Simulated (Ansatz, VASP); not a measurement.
One calculation of H3CCl, two programs

```
CELL_PARAMETERS angstrom
8.38152 0.00000 0.00000
0.00000 8.38152 0.00000
0.00000 0.00000 8.38152
ATOMIC_POSITIONS crystal
C 0.51628 0.28494 0.86292
C 0.10447 0.07352 0.82753
C 0.81388 0.71786 0.27095
C 0.54563 0.86670 0.89317
C 0.09010 0.06774 0.42106
C 0.12845 0.48447 0.51003
C 0.58173 0.35356 0.31617
C 0.17957 0.70044 0.04748
Cl 0.55611 0.47532 0.77281
Cl 0.13140 0.08041 0.04155
Cl 0.69015 0.88584 0.32180
Cl 0.74170 0.87631 0.80872
Cl 0.21592 0.89526 0.45210
Cl 0.05419 0.47687 0.71085
Cl 0.48538 0.20386 0.43440
Cl 0.14080 0.49609 0.10507
H 0.48982 0.20014 0.76617
H 0.62445 0.24816 0.92714
H 0.41359 0.29754 0.94376
H 0.98639 0.12298 0.80104
H 0.19816 0.14637 0.77353
H 0.11330 0.94894 0.78965
H 0.80917 0.70021 0.14136
H 0.93671 0.74242 0.31013
H 0.76722 0.61327 0.33482
H 0.45919 0.88446 0.79681
H 0.53077 0.74803 0.94538
H 0.53462 0.95912 0.98484
H 0.06238 0.11823 0.53838
H 0.15889 0.15362 0.34953
H 0.98109 0.02906 0.36021
H 0.14662 0.60979 0.47892
H 0.24122 0.41883 0.50596
H 0.04024 0.43071 0.43044
H 0.53120 0.46978 0.34756
H 0.71000 0.34890 0.34186
H 0.55882 0.32617 0.19047
H 0.26647 0.75173 0.13073
H 0.22460 0.69725 0.92481
H 0.06721 0.76624 0.05354
```

Alike in both runs: functional PBE; dispersion D3(BJ); k mesh 1 × 1 × 1; occupations fermi-dirac, width 0.05 eV; no spin polarisation.

Ansatz relaxed the structure, and its values are those at the end. VASP's run is a single point on that final structure, the one shown.

|  | VASP | Ansatz |
| --- | --- | --- |
| version | VASP 6.6.1 | Ansatz 0.2.0 |
| potentials or method | VASP PAW PBE potentials, release 64 (C, Cl, H), cutoff 520 eV | scalar-relativistic, plane waves, PAW |
| valence electrons in the cell | 112 | 112 |

|  | VASP | Ansatz | Ansatz less VASP |
| --- | --- | --- | --- |
| rms of the force components (eV/Å) | 0.087 | 0.075 | -0.0123 |
